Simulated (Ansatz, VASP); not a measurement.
# FeNi3 in VASP and in Ansatz

Contents of INCAR:

```
SYSTEM = FeNi3
  ALGO = Normal
  EDIFF = 1E-6
  ENCUT = 520
  GGA = PS
  ISIF = 2
  ISMEAR = -1
  ISPIN = 2
  LASPH = .True.
  LCHARG = .True.
  LELF = .True.
  LMAXMIX = 4
  LORBIT = 11
  LREAL = .False.
  LVHAR = .True.
  LWAVE = .False.
  MAGMOM = 1 1 1 3
  NBANDS = 31
  NELM = 150
  PREC = Accurate
  SIGMA = 0.05
```

KPOINTS

```
k-points
0
Gamma
  8 8 8
  0 0 0
```

The input POSCAR:

```
FeNi3
1.0
    3.5916500865      0.0000000000      0.0000000000
    0.0000000000      3.5916500865      0.0000000000
    0.0000000000      0.0000000000      3.5916500865
Ni Fe
3 1
Direct
    0.5000000000      0.5000000000      0.0000000000
    0.5000000000      0.0000000000      0.5000000000
    0.0000000000      0.5000000000      0.5000000000
    0.0000000000      0.0000000000      0.0000000000
```

Contents of input.yaml:

```yaml
crystal:
  lattice:
    - [3.5916500865, 0.0, 0.0]
    - [0.0, 3.5916500865, 0.0]
    - [0.0, 0.0, 3.5916500865]
  atoms:
    - { symbol: Ni, position: [0.5, 0.5, 0.0], spin: 1.0 }
    - { symbol: Ni, position: [0.5, 0.0, 0.5], spin: 1.0 }
    - { symbol: Ni, position: [0.0, 0.5, 0.5], spin: 1.0 }
    - { symbol: Fe, position: [0.0, 0.0, 0.0], spin: 3.0 }
hamiltonian:
  xc: pbesol
  pseudopotentials: { kind: paw }
magnetization:
  spin_polarized: true
kpoints:
  mp_grid: { grid: [8, 8, 8] }
scf:
  occupations: { method: fermi_dirac, width: 0.05 }
output:
  forces: true
  stress: true
  eigenvalues: true
```

Alike in both runs: task single point; functional PBEsol; k mesh 8 × 8 × 8; occupations fermi-dirac, width 0.05 eV; collinear spin.

```csv
,VASP,Ansatz
version,VASP 6.6.1,Ansatz 0.2.0
potentials or method,"VASP PAW PBE potentials, release 64 (Ni, Fe)",Ansatz PAW
plane-wave cutoff (eV),520,420
valence electrons in the cell,38,70
```

```csv
,VASP,Ansatz,Ansatz less VASP
gap on the k mesh at the Fermi level (eV),none,none,-
pressure (GPa),-15.3,-15.7,-0.39
net moment per atom (μB),1.23,1.24,+0.017
size of the moment on the site where the two differ most (μB),0.66,0.71,+0.057
```

VASP's potentials were made for PBE, not for PBEsol. Site moments also hang on the region over which each program counts them. A gap of «none» marks a metal or a gap that the smearing closes. VASP's potentials hold 38 valence electrons a cell and Ansatz's 70, so a difference there can come from the potentials and not from the codes.
